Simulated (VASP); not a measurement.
# TaN: single point with PBEsol

TaN:

```
Ta N
1.0
     0.00000    2.20079    2.17900
     2.20079    0.00000    2.17900
     2.20079    2.20079    0.00000
Ta N
1 1
Direct
  0.50000 0.50000 0.50000
  0.00000 0.00000 0.00000
```

This cell differs from its parent crystal: strain +0.0100 x Voigt [1, 1, 0, 0, 0, 0].

* Program: VASP 6.6.1
* Task: single point
* Functional: PBEsol
* Potentials or basis: VASP PAW PBE potentials, release 64 (Ta_sv_GW, N)
* Cutoff: 600 eV
* k mesh: 18 × 18 × 18
* Occupations: gaussian, width 0.15 eV
* Spin: no spin polarisation

| Item | Value |
| --- | --- |
| Pressure | -2.6 GPa |
| Band gap on the k mesh | zero (band 9 reaches 15.65 eV, above the bottom of band 10 at 11.57 eV) |

Stress tensor (GPa, compression positive):
```
-4.64  0.00  0.00
 0.00 -4.64  0.00
 0.00  0.00  1.51
```

Levels at points of the mesh, in eV from the Fermi level:
```
           k point  band 7  band 8  band 9  band 10  band 11  band 12
(0.00, 0.00, 0.00)   -3.84   -3.79   -2.19    -2.19    -2.07    -0.04
(0.50, 0.00, 0.00)   -7.65   -7.64    1.89     1.97     2.03     3.79
(0.50, 0.50, 0.00)   -5.56   -4.67   -4.67     2.12     3.61     3.61
(0.50, 0.00, 0.50)   -5.54   -4.64   -4.60     2.11     3.54     3.67
```

Wall time 2.1 min on 1 thread of Intel(R) Xeon(R) Platinum 8488C (Sapphire Rapids), on a shared host, peak memory 0.35 GiB.

Caveat: the cell differs from its parent crystal (strain +0.0100 x Voigt [1, 1, 0, 0, 0, 0]); the PAW data sets were made with another functional, which shifts forces and pressure a little; spin-orbit coupling is left out, which moves the levels of the heavy elements.
